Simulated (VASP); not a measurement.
Bi: single point with LDA

Bi:

```
Bi
1.0
     2.26750    1.30914    3.93800
    -2.26750    1.30914    3.93800
     0.00000   -2.61828    3.93800
Bi
2
Direct
  0.23400 0.23400 0.23400
  0.76600 0.76600 0.76600
```

* Program: VASP 6.6.1
* Task: single point
* Functional: LDA
* Potentials or basis: VASP PAW LDA potentials, release 64 (Bi_d)
* Cutoff: 520 eV
* k mesh: 6 × 6 × 6
* Occupations: gaussian, width 0.1 eV
* Spin: no spin polarisation
* Dipole correction: no
* Further INCAR settings: ALGO = Fast; EDIFF = 1e-06; NBANDS = 22

The pressure is -1.5 GPa, the largest force is 0.012 eV/Å and the band gap on the k mesh is zero (band 15 reaches 6.01 eV, above the bottom of band 16 at 5.86 eV).

Forces in eV/Å, atoms in the order of the input:
```
Bi   0.000  0.000 -0.012
Bi   0.000  0.000  0.012
```

Stress tensor (GPa, compression positive):
```
-1.51  0.00  0.00
 0.00 -1.51  0.00
 0.00  0.00 -1.34
```

Levels at points of the mesh, in eV from the Fermi level:
```csv
k point,band 13,band 14,band 15,band 16,band 17,band 18
"(0.00, 0.00, 0.00)",-1.40,-1.14,-1.14,2.58,3.04,3.04
"(0.50, 0.00, 0.00)",-1.24,-1.10,-0.18,-0.17,0.61,1.09
"(0.50, 0.50, 0.00)",-4.62,-2.95,-2.84,2.45,5.01,5.51
"(0.50, 0.50, 0.50)",-0.86,-0.52,-0.52,0.75,0.75,0.83
```

It took 19 s on 1 thread of Intel(R) Xeon(R) 6975P-C (Granite Rapids), with other jobs on the host, peak memory 0.18 GiB.

Caveat: spin-orbit coupling is left out, which moves the levels of the heavy elements.
